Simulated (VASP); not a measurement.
Here is a VASP 6.6.1 calculation.

INCAR

```
SYSTEM = Ga2Sb2CO
ALGO = Normal ; DIPOL = 0.5 0.5 0.348
EDIFF = 1E-6 ; ENCUT = 520
GGA = PE ; IDIPOL = 3
ISIF = 2 ; ISMEAR = 0
IVDW = 12 ; LASPH = .True.
LCHARG = .True. ; LDIPOL = .True.
LELF = .True. ; LREAL = .False.
LVACPOTAV = .True. ; LVHAR = .True.
LWAVE = .False. ; NBANDS = 32
NELM = 80 ; PREC = Accurate
SIGMA = 0.1
```

The input KPOINTS:

```
k-points
0
Gamma
  6 6 1
  0 0 0
```

POSCAR

```
Ga2Sb2CO
1.0
    4.3343814647      0.0000000000      0.0000000000
   -2.1671907324      3.7536844581      0.0000000000
    0.0000000000      0.0000000000     23.6197422994
Sb Ga O C
2 2 1 1
Direct
    0.0000000000      0.0000000000      0.1693498578
    0.3333333333      0.6666666667      0.3259656336
    0.3333333333      0.6666666667      0.2068080104
    0.6666666667      0.3333333333      0.3585874135
    0.6666666667      0.5555555556      0.4898335533
    0.6666666667      0.5555555556      0.5385216375
```

Potentials or basis: VASP PAW PBE potentials, release 64 (Sb, Ga_d, O, C).

Run with:

```sh
$ cat potpaw_PBE.64/Sb/POTCAR potpaw_PBE.64/Ga_d/POTCAR potpaw_PBE.64/O/POTCAR potpaw_PBE.64/C/POTCAR > POTCAR
$ mpirun -np 1 vasp_std > vasp.out
```

**Question.** Predict the dispersion energy per atom.

**Answer.** -0.167 eV.

**Question.** Predict the largest force.

**Answer.** 0.702 eV/Å.

**Question.** Predict the band gap on the k mesh.

**Answer.** 0.05 eV (least direct gap 0.11 eV).

Forces on the atoms (eV/Å):
```
Sb  -0.005  0.003  0.164
Sb   0.001 -0.008 -0.017
Ga   0.001  0.000 -0.144
Ga   0.007 -0.018 -0.064
O   -0.005  0.033  0.702
C    0.002 -0.010 -0.641
```

Caveat: spin-orbit coupling is left out, which moves the levels of the heavy elements.
